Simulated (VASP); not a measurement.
# TiAl3 (P4mm) in VASP: notebook

TiAl3 is run at these levels: r2SCAN; tasks: single point.

Everything below comes from runs of VASP 6.6.1. Logs are shortened: lines on timing, memory, paths and dates and some standing lists are left out, and cuts for length are marked.

## (1) The cell of the first run

Symmetry: P4mm, No. 99, tetragonal system. Conventional cell: a = 3.956 Å, b = 3.956 Å, c = 3.956 Å, α = 90.00°, β = 90.00°, γ = 90.00°. Within 3.6 Å of Ti (site symmetry 4mm) lie 12 Al at 2.71 to 2.88 Å. Al (site symmetry 2mm) has 8 Al at 2.70 to 2.89 Å and 4 Ti at 2.71 to 2.88 Å within 3.6 Å. Al (site symmetry 4mm) has 8 Al at 2.70 to 2.89 Å and 4 Ti at 2.81 Å within 3.6 Å. Al (site symmetry 2mm) has 8 Al at 2.70 to 2.89 Å and 4 Ti at 2.71 to 2.88 Å within 3.6 Å.

## (2) Single point, r2SCAN (atoms displaced along a vibrational mode)

Contents of POSCAR:

```
TiAl3
1.0
    3.9556712500      0.0000000000      0.0000000000
    0.0000000000      3.9556712500      0.0000000000
    0.0000000000      0.0000000000      7.9113425000
Ti Al
2 6
Direct
    0.0000000000      0.0259413663      0.0000000000
    0.0000000000      0.0259413663      0.5000000000
    0.5000000000      0.4959492312      0.0000000000
    0.5000000000      0.4959492312      0.5000000000
    0.5000000000     -0.0379202392      0.2500000000
    0.5000000000     -0.0379202392      0.7500000000
    0.0000000000      0.4959493410      0.2500000000
    0.0000000000      0.4959493410      0.7500000000
```

Contents of INCAR.step1:

```
  ALGO = Normal
  EDIFF = 1E-4
  ENCUT = 520
  GGA = PE
  ISMEAR = 0
  LASPH = True
  LCHARG = False
  LREAL = False
  LWAVE = True
  NBANDS = 31
  NELM = 100
  PREC = Accurate
  SIGMA = 0.15
```

Contents of INCAR.step2:

```
  ALGO = Normal
  EDIFF = 1E-6
  ENCUT = 520
  ISIF = 2
  ISMEAR = 0
  ISTART = 1
  LASPH = True
  LCHARG = False
  LMIXTAU = True
  LREAL = False
  LWAVE = False
  METAGGA = R2SCAN
  NBANDS = 31
  NELM = 100
  PREC = Accurate
  SIGMA = 0.15
```

Contents of KPOINTS:

```
k-points
0
Gamma
  12 12 6
```

Potentials or basis: VASP PAW PBE potentials, release 64 (Ti_sv, Al).

Run with:

```bash
$ cat potpaw_PBE.64/Ti_sv/POTCAR potpaw_PBE.64/Al/POTCAR > POTCAR
$ cp INCAR.step1 INCAR
$ mpirun -np 1 vasp_std > vasp.out
$ cp INCAR.step2 INCAR
$ mpirun -np 1 vasp_std > vasp.out
```

OUTCAR:

```text
EDIFF = 1E-6
   ENCUT = 520
   ISIF = 2
   ISMEAR = 0
   ISTART = 1
   LASPH = True
   LREAL = False
   METAGGA = R2SCAN
   NELM = 100
   PREC = Accurate

 ion  position               nearest neighbor table
   1  0.000  0.026  0.000-   3 2.71   3 2.71   8 2.71   7 2.71   6 2.81   5 2.81   5 2.81   6 2.81
                             8 2.88   7 2.88   3 2.88   3 2.88
   2  0.000  0.026  0.500-   4 2.71   4 2.71   8 2.71   7 2.71   6 2.81   5 2.81   5 2.81   6 2.81
                             8 2.88   7 2.88   4 2.88   4 2.88
   3  0.500  0.496  0.000-   5 2.70   6 2.70   1 2.71   1 2.71   8 2.80   7 2.80   7 2.80   8 2.80
                             1 2.88   1 2.88   5 2.89   6 2.89
   4  0.500  0.496  0.500-   5 2.70   6 2.70   2 2.71   2 2.71   8 2.80   7 2.80   7 2.80   8 2.80
                             2 2.88   2 2.88   5 2.89   6 2.89
   5  0.500  0.962  0.250-   7 2.70   7 2.70   3 2.70   4 2.70   1 2.81   1 2.81   2 2.81   2 2.81
                             3 2.89   4 2.89   7 2.89   7 2.89
   6  0.500  0.962  0.750-   8 2.70   8 2.70   3 2.70   4 2.70   1 2.81   1 2.81   2 2.81   2 2.81
                             3 2.89   4 2.89   8 2.89   8 2.89
   7  0.000  0.496  0.250-   5 2.70   5 2.70   1 2.71   2 2.71   3 2.80   3 2.80   4 2.80   4 2.80
                             1 2.88   2 2.88   5 2.89   5 2.89
   8  0.000  0.496  0.750-   6 2.70   6 2.70   1 2.71   2 2.71   3 2.80   3 2.80   4 2.80   4 2.80
                             1 2.88   2 2.88   6 2.89   6 2.89

  LATTYP: Found a simple tetragonal cell.
 ALAT       =     3.9556712500
 C/A-ratio  =     2.0000000000

  Lattice vectors:

 A1 = (   3.9556712500,   0.0000000000,   0.0000000000)
 A2 = (   0.0000000000,   3.9556712500,   0.0000000000)
 A3 = (   0.0000000000,   0.0000000000,   7.9113425000)

Analysis of symmetry for initial positions (statically):
=====================================================================
 Subroutine PRICEL returns following result:

  LATTYP: Found a simple cubic cell.
 ALAT       =     3.9556712500

  Lattice vectors:

 A1 = (   3.9556712500,   0.0000000000,   0.0000000000)
 A2 = (   0.0000000000,   3.9556712500,   0.0000000000)
 A3 = (   0.0000000000,   0.0000000000,   3.9556712500)

   2 primitive cells build up your supercell.

 Routine SETGRP: Setting up the symmetry group for a
 simple tetragonal supercell.

 Subroutine GETGRP returns: Found  4 space group operations
 (whereof  4 operations were pure point group operations)
 out of a pool of 16 trial point group operations.

The static configuration has the point symmetry C_2v.

Analysis of symmetry for dynamics (positions and initial velocities):
=====================================================================
 Subroutine PRICEL returns following result:

  LATTYP: Found a simple cubic cell.
 ALAT       =     3.9556712500

  Lattice vectors:

 A1 = (   3.9556712500,   0.0000000000,   0.0000000000)
 A2 = (   0.0000000000,   3.9556712500,   0.0000000000)
 A3 = (   0.0000000000,   0.0000000000,   3.9556712500)

   2 primitive cells build up your supercell.

 Routine SETGRP: Setting up the symmetry group for a
 simple tetragonal supercell.

 Subroutine GETGRP returns: Found  4 space group operations
 (whereof  4 operations were pure point group operations)
 out of a pool of 16 trial point group operations.

The dynamic configuration has the point symmetry C_2v.

 Subroutine INISYM returns: Found  4 space group operations
 (whereof  4 operations are pure point group operations),
 and found     2 'primitive' translations

----------------------------------------------------------------------------------------

                                     Primitive cell

  volume of cell :      61.8957

  direct lattice vectors                    reciprocal lattice vectors
     3.955671250  0.000000000  0.000000000     0.252801595  0.000000000  0.000000000
     0.000000000  3.955671250  0.000000000     0.000000000  0.252801595  0.000000000
     0.000000000  0.000000000  3.955671250     0.000000000  0.000000000  0.252801595

  length of vectors
     3.955671250  3.955671250  3.955671250     0.252801595  0.252801595  0.252801595

  position of ions in fractional coordinates (direct lattice)
     0.000000000  0.025941366  0.000000000
     0.500000000  0.495949231  0.000000000
     0.500000000  0.962079761  0.500000000
     0.000000000  0.495949341  0.500000000

  ion indices of the primitive-cell ions
   primitive index   ion index
                 1           1
                 2           3
                 3           5
                 4           7

----------------------------------------------------------------------------------------

 KPOINTS: k-points

Automatic generation of k-mesh.
 Grid dimensions read from file:
 generate k-points for:   12   12    6

 Generating k-lattice:

  Cartesian coordinates                     Fractional coordinates (reciprocal lattice)
     0.021066800  0.000000000  0.000000000     0.083333333  0.000000000  0.000000000
     0.000000000  0.021066800  0.000000000     0.000000000  0.083333333  0.000000000
     0.000000000  0.000000000  0.021066800     0.000000000  0.000000000  0.166666667

  Length of vectors
     0.021066800  0.021066800  0.021066800

  Shift w.r.t. Gamma in fractional coordinates (k-lattice)
     0.000000000  0.000000000  0.000000000

 Subroutine IBZKPT returns following result:
 ===========================================

 Found    196 irreducible k-points:

 Following reciprocal coordinates:
            Coordinates               Weight
  0.000000  0.000000  0.000000      1.000000
  0.083333  0.000000  0.000000      2.000000
  0.000000  0.083333  0.000000      2.000000
  0.166667  0.000000  0.000000      2.000000
  0.000000  0.166667  0.000000      2.000000
  0.250000  0.000000  0.000000      2.000000
[... 16 lines left out ...]
  0.500000  0.083333  0.000000      2.000000
 -0.083333  0.500000  0.000000      2.000000
 [... further k-points ...]
   k-points           NKPTS =    196   k-points in BZ     NKDIM =    196   number of bands    NBANDS=     31
   number of dos      NEDOS =    301   number of ions     NIONS =      8
   total plane-waves  NPLWV =  54000
   dimension x,y,z NGX =    30 NGY =   30 NGZ =   60
   dimension x,y,z NGXF=    60 NGYF=   60 NGZF=  120
   ions per type =               2   6
   NGX,Y,Z   is equivalent  to a cutoff of  12.61, 12.61, 12.61 a.u.
   NGXF,Y,Z  is equivalent  to a cutoff of  25.22, 25.22, 25.22 a.u.
 SYSTEM =  unknown system
   PREC   = accura    normal or accurate (medium, high low for compatibility)
   ISTART =      1    job   : 0-new  1-cont  2-samecut
   ICHARG =      0    charge: 1-file 2-atom 10-const
   ISPIN  =      1    spin polarized calculation?
   LNONCOLLINEAR =      F non collinear calculations
   LSORBIT =      F    spin-orbit coupling
   LASPH  =      T    aspherical Exc in radial PAW
   ENCUT  =  520.0 eV  38.22 Ry    6.18 a.u.   7.35  7.35 14.71*2*pi/ulx,y,z
   NELM   =    100;   NELMIN=  2; NELMDL=  0     # of ELM steps
   EDIFF  = 0.1E-05   stopping-criterion for ELM
   LREAL  =      F    real-space projection
   EDIFFG = 0.1E-04   stopping-criterion for IOM
   NSW    =      0    number of steps for IOM
   IBRION =     -1    ionic relax: 0-MD 1-quasi-New 2-CG
   NFREE  =      0    steps in history (QN), initial steepest desc. (CG)
   ISIF   =      2    stress and relaxation
   ISYM   =      2    0-nonsym 1-usesym 2-fastsym
   POTIM  = 0.5000    time-step for ionic-motion
   TEBEG  =    0.0;   TEEND  =   0.0 temperature during run
   PSTRESS=    0.0 pullay stress
   NELECT =      42.0000    total number of electrons
   NUPDOWN=      -1.0000    fix difference up-down
   EMIN   =  10.00;   EMAX   =-10.00  energy-range for DOS
   EFERMI =   0.00;   METHOD = LEGACY
   ISMEAR =     0;   SIGMA  =   0.15  broadening in eV -4-tet -1-fermi 0-gaus
   EFERMI_NEDOS =   21; number of points for ismear=-14 and -15
   IALGO  =     38    algorithm
   IMIX   =      4    mixing-type and parameters
     AMIX     =   0.40;   BMIX     =  1.00
     AMIX_MAG =   1.60;   BMIX_MAG =  1.00
  volume/ion in A,a.u.               =      15.47       104.42
  Fermi-wavevector in a.u.,A,eV,Ry     =   1.141811  2.157711 17.738371  1.303733
  Thomas-Fermi vector in A             =   2.278511
   LORBIT       =      0    0 simple, 1 ext, 2 COOP (PROOUT), +10 PAW based schemes
   METAGGA = R2SCAN    functional components
   LHFCALC =     F    Hartree Fock is set to
   AEXX    =    0.0000 exact exchange contribution
   IVDW    =     0    specifies the selected vdW correction
   LEPSILON=     F    determine dielectric tensor
   LRPA    =     F    only Hartree local field effects (RPA)
 non-spin polarized calculation
 Gauss-broadening in eV      SIGMA  =   0.15
  energy-cutoff  :      520.00
  volume of cell :      123.79
 maximum number of plane-waves:      3397
 NGX is ok and might be reduce to    30
   NGX = 15   NGY = 15   NGZ = 29

 number of electron      41.9999992 magnetization

 Free energy of the ion-electron system (eV)
  ---------------------------------------------------
  ext. energy  EPLUGINS =         0.00000000
  ---------------------------------------------------
  free energy    TOTEN  =       -69.34767132 eV

  energy without entropy =      -69.29350155  energy(sigma->0) =      -69.32058644

 E-fermi :   9.1413     XC(G=0): -11.5876

 val. band max:        9.1392196174   @ k =  -0.0833   0.4167   0.0000
 cond. band min:       9.1413276418   @ k =   0.2500   0.1667   0.0000
 fundamental gap:      0.0021080244
 Fermi energy:         9.1412609394

 k-point     1 :       0.0000    0.0000    0.0000
  band No.  band energies     occupation
      1     -50.1748      2.00000
      2     -50.1738      2.00000
      3     -25.4634      2.00000
      4     -25.4428      2.00000
      5     -25.4414      2.00000
      6     -25.4414      2.00000
[... 23 lines left out ...]
     30      12.3819      0.00000
     31      12.7244      0.00000
[... 751 lines left out ...]
      1     -50.1738      2.00000
      2     -50.1729      2.00000
      3     -25.4647      2.00000
      4     -25.4619      2.00000
      5     -25.4604      2.00000
      6     -25.4411      2.00000
[... 23 lines left out ...]
     30      12.2957      0.00000
     31      12.6960      0.00000

 [... further k-points ...]

------------------------ aborting loop because EDIFF is reached ----------------------------------------

  FORCE on cell =-STRESS in cart. coord.  units (eV):
  Direction    XX          YY          ZZ          XY          YZ          ZX
  --------------------------------------------------------------------------------------
  -------------------------------------------------------------------------------------
  Total        0.5020492      1.0626217      0.5019655      0.0000000      0.0000000      0.0000000
  in kB        6.4977988     13.7530401      6.4967160      0.0000000      0.0000000      0.0000000
  external PRESSURE =       8.9158516 kB  Pullay stress =       0.0000000 kB

 VOLUME and BASIS-vectors are now :
 -----------------------------------------------------------------------------
  energy-cutoff  :      520.00
  volume of cell :      123.79
      direct lattice vectors                 reciprocal lattice vectors
     3.955671250  0.000000000  0.000000000     0.252801595  0.000000000  0.000000000
     0.000000000  3.955671250  0.000000000     0.000000000  0.252801595  0.000000000
     0.000000000  0.000000000  7.911342500     0.000000000  0.000000000  0.126400797

 POSITION                                       TOTAL-FORCE (eV/Angst)
 -----------------------------------------------------------------------------------
      0.00000      0.10262      0.00000         0.000000     -1.343684      0.000000
      0.00000      0.10262      3.95567         0.000000     -1.343684      0.000000
      1.97784      1.96181      0.00000        -0.000000      0.123437     -0.000000
      1.97784      1.96181      3.95567        -0.000000      0.123437     -0.000000
      1.97784      3.80567      1.97784        -0.000000      1.096810      0.000000
      1.97784      3.80567      5.93351        -0.000000      1.096810      0.000000
      0.00000      1.96181      1.97784        -0.000000      0.123437     -0.000000
      0.00000      1.96181      5.93351        -0.000000      0.123437     -0.000000
 -----------------------------------------------------------------------------------
    total drift:                               -0.000000     -0.002241     -0.000000

  FREE ENERGIE OF THE ION-ELECTRON SYSTEM (eV)
  ---------------------------------------------------
  free  energy   TOTEN  =       -69.3476713204 eV

  energy  without entropy=      -69.2935015542  energy(sigma->0) =      -69.32058644
```

It took 45 min on 1 thread of Oxide Virtual Turin-like, shared host; peak memory 0.64 GiB.

What came out:

```
Free energy            : -69.3477 eV
Pressure               : 0.9 GPa
Largest force          : 1.344 eV/Å
Band gap on the k mesh : zero (bands 21 and 22 overlap by 3.05 eV)
```

Forces in eV/Å, atoms in the order of the input:
```
Ti   0.000 -1.344  0.000
Ti   0.000 -1.344  0.000
Al   0.000  0.123  0.000
Al   0.000  0.123  0.000
Al   0.000  1.097  0.000
Al   0.000  1.097  0.000
Al   0.000  0.123  0.000
Al   0.000  0.123  0.000
```

Stress tensor (GPa, compression positive):
```
0.65 0.00 0.00
0.00 1.38 0.00
0.00 0.00 0.65
```

Levels at points of the mesh, in eV from the Fermi level:
```
           k point  band 17  band 18  band 19  band 20  band 21  band 22  band 23  band 24  band 25  band 26
(0.00, 0.00, 0.00)    -2.39    -2.31    -2.25     0.13     0.13     0.18     0.33     0.63     0.69     0.77
(0.50, 0.00, 0.00)    -2.25    -1.35    -1.35     0.33     0.37     0.69     0.77     0.82     1.13     1.20
(0.00, 0.50, 0.00)    -2.26    -1.37    -1.31     0.45     0.60     0.75     0.75     0.81     1.03     1.08
(0.50, 0.50, 0.00)    -3.85    -3.80    -3.80    -1.37    -1.31     0.26     0.60     1.03     1.08     1.43
(0.00, 0.00, 0.50)    -2.34    -2.34    -0.96    -0.96     0.20     0.20     0.30     0.30     0.38     0.38
(0.50, 0.00, 0.50)    -1.99    -1.99    -0.86    -0.86     0.44     0.44     0.65     0.65     1.27     1.27
(0.00, 0.50, 0.50)    -2.05    -2.05    -0.81    -0.81     0.46     0.46     0.76     0.76     1.31     1.31
(0.50, 0.50, 0.50)    -2.67    -2.67    -2.55    -2.55    -2.44    -2.44     1.09     1.09     1.46     1.46
```

Caveat: the cell differs from its parent crystal (atoms displaced along a vibrational mode); the PAW data sets were made with another functional, which shifts forces and pressure a little.

## (3) Single point, r2SCAN (atoms displaced along a vibrational mode)

Contents of POSCAR:

```
TiAl3
1.0
    3.9556712500      0.0000000000      0.0000000000
    0.0000000000      3.9556712500      0.0000000000
    0.0000000000      0.0000000000      7.9113425000
Ti Al
2 6
Direct
    0.0000000000      0.0216178052      0.0000000000
    0.0000000000      0.0216178052      0.5000000000
    0.5000000000      0.4966243593      0.0000000000
    0.5000000000      0.4966243593      0.5000000000
    0.5000000000     -0.0316001993      0.2500000000
    0.5000000000     -0.0316001993      0.7500000000
    0.0000000000      0.4966244508      0.2500000000
    0.0000000000      0.4966244508      0.7500000000
```

Contents of INCAR.step1:

```
PREC     = Accurate       # precision mode
ENCUT    = 520            # plane-wave cutoff, eV
ISMEAR   = 0              # smearing method
SIGMA    = 0.15           # smearing width, eV
LREAL    = False          # projectors in reciprocal space
LASPH    = True           # aspherical terms in the spheres
NELM     = 100            # most SCF steps
NBANDS   = 31             # bands
GGA      = PE             # functional
ALGO     = Normal         # electronic algorithm
EDIFF    = 1E-4           # SCF threshold, eV
LWAVE    = True           # write WAVECAR
LCHARG   = False          # write CHGCAR
```

Contents of INCAR.step2:

```
PREC     = Accurate       # precision mode
ENCUT    = 520            # plane-wave cutoff, eV
EDIFF    = 1E-6           # SCF threshold, eV
ISMEAR   = 0              # smearing method
SIGMA    = 0.15           # smearing width, eV
LREAL    = False          # projectors in reciprocal space
LASPH    = True           # aspherical terms in the spheres
NELM     = 100            # most SCF steps
ALGO     = Normal         # electronic algorithm
ISIF     = 2              # what is computed and relaxed
LWAVE    = False          # write WAVECAR
LCHARG   = True           # write CHGCAR
METAGGA  = R2SCAN         # meta-GGA
LMIXTAU  = True         
LELF     = True           # ELF
LVHAR    = True         
NBANDS   = 31             # bands
ISTART   = 1
```

Contents of KPOINTS:

```
regular mesh
0
Gamma
  12 12 6
```

Potentials or basis: VASP PAW PBE potentials, release 64 (Ti_sv, Al).

Run with:

```bash
$ cat potpaw_PBE.64/Ti_sv/POTCAR potpaw_PBE.64/Al/POTCAR > POTCAR
$ cp INCAR.step1 INCAR
$ mpirun -np 1 vasp_std > vasp.out
$ cp INCAR.step2 INCAR
$ mpirun -np 1 vasp_std > vasp.out
```

Wall time 51 min (1 thread of Oxide Virtual Turin-like, shared host); peak memory 0.64 GiB.

It converged, with:

- Free energy: -69.4413 eV
- Pressure: 0.6 GPa
- Largest force: 1.120 eV/Å
- Band gap on the k mesh: zero (bands 21 and 22 overlap by 3.08 eV)

Forces in eV/Å, atoms in the order of the input:
```
Ti   0.000 -1.120  0.000
Ti   0.000 -1.120  0.000
Al   0.000  0.103  0.000
Al   0.000  0.103  0.000
Al   0.000  0.913  0.000
Al   0.000  0.913  0.000
Al   0.000  0.103  0.000
Al   0.000  0.103  0.000
```

Stress tensor (GPa, compression positive):
```
0.43 0.00 0.00
0.00 0.94 0.00
0.00 0.00 0.43
```

Levels at points of the mesh, in eV from the Fermi level:
```
           k point  band 18  band 19  band 20  band 21  band 22  band 23  band 24  band 25
(0.00, 0.00, 0.00)    -2.34    -2.27     0.13     0.13     0.16     0.35     0.63     0.69
(0.50, 0.00, 0.00)    -1.36    -1.36     0.35     0.42     0.69     0.74     0.85     1.12
(0.00, 0.50, 0.00)    -1.38    -1.33     0.44     0.61     0.73     0.73     0.83     1.05
(0.50, 0.50, 0.00)    -3.82    -3.82    -1.38    -1.33     0.24     0.61     1.05     1.08
(0.00, 0.00, 0.50)    -2.37    -0.96    -0.96     0.21     0.21     0.30     0.30     0.36
(0.50, 0.00, 0.50)    -2.00    -0.87    -0.87     0.43     0.43     0.69     0.69     1.27
(0.00, 0.50, 0.50)    -2.05    -0.83    -0.83     0.45     0.45     0.77     0.77     1.30
(0.50, 0.50, 0.50)    -2.65    -2.55    -2.55    -2.47    -2.47     1.08     1.08     1.46
```

Caveat: the cell differs from its parent crystal (atoms displaced along a vibrational mode); the PAW data sets were made with another functional, which shifts forces and pressure a little.
